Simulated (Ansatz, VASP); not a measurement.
Two plane-wave programs on GaAs

```
As Ga
1.0
     0.00000    2.78864    2.78864
     2.78864    0.00000    2.78864
     2.78864    2.78864    0.00000
As Ga
1 1
Direct
  0.75000 0.75000 0.75000
  0.00000 0.00000 0.00000
```

Alike in both runs: task single point; functional PBE-based screened hybrid; k mesh 4 × 4 × 4; occupations fermi-dirac, width 0.05 eV; no spin polarisation.

|  | VASP | Ansatz |
| --- | --- | --- |
| version | VASP 6.6.1 | Ansatz 0.2.0 |
| potentials or method | VASP PAW PBE potentials, release 64 (As, Ga_d) | Ansatz PAW |
| plane-wave cutoff (eV) | 520 | 420 |
| valence electrons in the cell | 18 | 28 |

Ansatz gave:

| Quantity | Value |
| --- | --- |
| gap on the k mesh at the Fermi level (eV) | 1.64 |
| least direct gap on the mesh (eV) | 1.64 |
| pressure (GPa) | 5.2 |

Task: What did VASP give for the same quantities?

Result: gap on the k mesh at the Fermi level (eV): 1.64; least direct gap on the mesh (eV): 1.64; pressure (GPa): 5.1.

VASP's potentials were made for PBE, not for PBE-based screened hybrid. VASP's potentials hold 18 valence electrons a cell and Ansatz's 28, so a difference there can come from the potentials and not from the codes.

The k mesh is coarse, so the values compare programs but aren't converged.
